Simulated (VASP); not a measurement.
Set up this calculation in VASP 6.6.1, as the native input.

```
Task                   : single point
Functional             : PBEsol
Potentials or basis    : VASP PAW PBE potentials, release 64 (Zn)
Cutoff                 : 520 eV
k mesh                 : 22 × 22 × 22
Occupations            : gaussian, width 0.15 eV
Spin                   : no spin polarisation
Dipole correction      : no
Further INCAR settings : ALGO = Fast; EDIFF = 1e-06; NBANDS = 12
```

The structure of Zn lies in POSCAR:

```
Zn
1.0
   -1.9709301818      1.5829634593      1.5829634593
    1.5829634593     -1.9709301818      1.5829634593
    1.5829634593      1.5829634593     -1.9709301818
Zn
1
Direct
    0.0000000000      0.0000000000      0.0000000000
```

These files were run (other wordings do the same):

INCAR

```
SYSTEM = Zn
ALGO = Fast
EDIFF = 1E-6
ENCUT = 520
GGA = PS
ISIF = 2
ISMEAR = 0
LASPH = .True.
LCHARG = .False.
LREAL = .False.
LWAVE = .False.
NBANDS = 12
NELM = 100
PREC = Accurate
SIGMA = 0.15
```

KPOINTS

```
k-points
0
Gamma
  22 22 22
  0 0 0
```

Potentials or basis: VASP PAW PBE potentials, release 64 (Zn).

Run with:

```console
$ cat potpaw_PBE.64/Zn/POTCAR > POTCAR
$ mpirun -np 1 vasp_std > vasp.out
```

It gave:

```json
{
  "Pressure": "24.9 GPa",
  "Band gap on the k mesh": "zero (band 6 reaches 6.13 eV, above the bottom of band 7 at -0.45 eV)"
}
```

Caveat: the PAW data sets were made with another functional, which shifts forces and pressure a little.

Wall time 2 min on 1 thread of Intel(R) Xeon(R) Platinum 8488C (Sapphire Rapids) (shared host), peak memory 0.29 GiB.
